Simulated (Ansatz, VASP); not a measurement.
**Two plane-wave programs on HfO2**

Contents of POSCAR:

```
HfO2
1.0
    4.9988452268      0.0000000000      0.0000000000
    0.0000000000      4.9988452268      0.0000000000
    0.0000000000      0.0000000000      3.3288248888
Hf O
2 4
Direct
    0.0000000000      0.0000000000      0.0000000000
    0.5000000000      0.5000000000      0.5000000000
    0.1949600000      0.8050400000      0.5000000000
    0.3050400000      0.3050400000      0.0000000000
    0.6949600000      0.6949600000      0.0000000000
    0.8050400000      0.1949600000      0.5000000000
```

Contents of INCAR.step1:

```
SYSTEM = HfO2
  PREC = Accurate
  ENCUT = 520
  ISMEAR = 0
  SIGMA = 0.01
  LREAL = .FALSE.
  LASPH = .TRUE.
  NELM = 100
  NBANDS = 31
  GGA = PE
  ALGO = Normal
  EDIFF = 1E-4
  LWAVE = .TRUE.
  LCHARG = .FALSE.
```

The input INCAR.step2:

```
SYSTEM = HfO2
  PREC = Accurate
  ENCUT = 520
  EDIFF = 1E-7
  ISMEAR = 0
  SIGMA = 0.01
  LREAL = .FALSE.
  LASPH = .TRUE.
  NELM = 100
  ALGO = Normal
  ISIF = 2
  LWAVE = .FALSE.
  LCHARG = .TRUE.
  METAGGA = R2SCAN
  LMIXTAU = .TRUE.
  LELF = .TRUE.
  LVHAR = .TRUE.
  NBANDS = 31
  ISTART = 1
```

Contents of KPOINTS:

```
Automatic mesh
0
G
  4 4 6
  0 0 0
```

Input for Ansatz:

```yaml
crystal:
  lattice:
    - [4.998845226816669, 0.0, 0.0]
    - [0.0, 4.998845226816669, 0.0]
    - [0.0, 0.0, 3.328824888791113]
  atoms:
    - { symbol: Hf, position: [0.0, 0.0, 0.0] }
    - { symbol: Hf, position: [0.5, 0.5, 0.5] }
    - { symbol: O, position: [0.19496, 0.80504, 0.5] }
    - { symbol: O, position: [0.30504, 0.30504, 0.0] }
    - { symbol: O, position: [0.69496, 0.69496, 0.0] }
    - { symbol: O, position: [0.80504, 0.19496, 0.5] }
basis:
  ecutwfc: 600.0
kpoints:
  mp_grid:
    grid: [4, 4, 6]
hamiltonian:
  xc: r2scan
scf:
  occupations:
    method: fixed
output:
  stress: true
```

Alike in both runs: task single point; functional r2SCAN; k mesh 4 × 4 × 6; no spin polarisation.

|  | VASP | Ansatz |
| --- | --- | --- |
| version | VASP 6.6.1 | Ansatz 0.2.0 |
| potentials or method | VASP PAW PBE potentials, release 64 (Hf_pv, O), cutoff 520 eV | plane waves, PAW |
| occupations | gaussian, width 0.01 eV | fixed |
| valence electrons in the cell | 44 | 76 |

```csv
,VASP,Ansatz,Ansatz less VASP
pressure (GPa),-21.4,-18.8,+2.59
"traceless stress, the component that is largest in VASP (GPa)",-3.93,-3.44,+0.495
```

VASP's potentials were made for PBE, not for r2SCAN. VASP's potentials hold 44 valence electrons a cell and Ansatz's 76, so a difference there can come from the potentials and not from the codes.

Spin-orbit coupling is off throughout.
